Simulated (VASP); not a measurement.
A run of VASP 6.6.1 is set up as follows.

Contents of INCAR:

```
PREC     = Accurate       # precision mode
ENCUT    = 500            # plane-wave cutoff, eV
EDIFF    = 1E-6           # SCF threshold, eV
ISMEAR   = -1             # smearing method
SIGMA    = 0.15           # smearing width, eV
LREAL    = F              # projectors in reciprocal space
LASPH    = T              # aspherical terms in the spheres
NELM     = 120            # most SCF steps
ALGO     = Normal         # electronic algorithm
ISIF     = 2              # what is computed and relaxed
LWAVE    = F              # write WAVECAR
LCHARG   = F              # write CHGCAR
GGA      = PS             # functional
NBANDS   = 19             # bands
GGA_COMPAT= F
```

Contents of KPOINTS:

```
Automatic mesh
0
Gamma
  12 12 12
```

The input POSCAR:

```
HfGe
1.0
    3.2727000000      0.0000000000      0.0000000000
    0.0000000000      3.2727000000      0.0000000000
    0.0000000000      0.0000000000      3.2727000000
Hf Ge
1 1
Direct
    0.0000000000      0.0000000000      0.0000000000
    0.5000000000      0.5000000000      0.5000000000
```

Potentials or basis: VASP PAW PBE potentials, release 64 (Hf_pv, Ge_d).

Command:

```bash
$ cat potpaw_PBE.64/Hf_pv/POTCAR potpaw_PBE.64/Ge_d/POTCAR > POTCAR
$ mpirun -np 1 vasp_std > vasp.out
```

Task: Estimate the band gap on the k mesh.

Result: Zero (bands 12 and 13 overlap by 2.60 eV).

Task: What does it give for the pressure?

Result: 4.3 GPa.

Caveat: the cell stands under pressure; the PAW data sets were made with another functional, which shifts forces and pressure a little; spin-orbit coupling is left out, which moves the levels of the heavy elements.
